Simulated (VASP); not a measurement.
A run of VASP 6.6.1:

File INCAR:

```
SYSTEM = Sb
ALGO = Normal ; EDIFF = 1E-7
ENCUT = 520 ; GGA = PE
ISIF = 2 ; ISMEAR = -1
LASPH = .True. ; LCHARG = .False.
LREAL = .False. ; LWAVE = .False.
NBANDS = 12 ; NELM = 80
PREC = Accurate ; SIGMA = 0.05
```

File KPOINTS:

```
k-points
0
Gamma
  9 9 9
  0 0 0
```

Contents of POSCAR:

```
Sb
1.0
    2.1858623424      1.2620082118      3.8053879599
   -2.1858623424      1.2620082118      3.8053879599
    0.0000000000     -2.5240164235      3.8053879599
Sb
2
Direct
    0.2336400000      0.2336400000      0.2336400000
    0.7663600000      0.7663600000      0.7663600000
```

Potentials or basis: VASP PAW PBE potentials, release 64 (Sb).

Launch:

```bash
$ cat potpaw_PBE.64/Sb/POTCAR > POTCAR
$ mpirun -np 1 vasp_std > vasp.out
```

Hardware: 1 thread of AMD EPYC 7R13 (shared host).

Task: How long does it take, and how much memory?

Result: Wall time 85 s on 1 thread of AMD EPYC 7R13 (shared host), peak memory 0.2 GiB. Counts: scf iterations 11, k points 85.
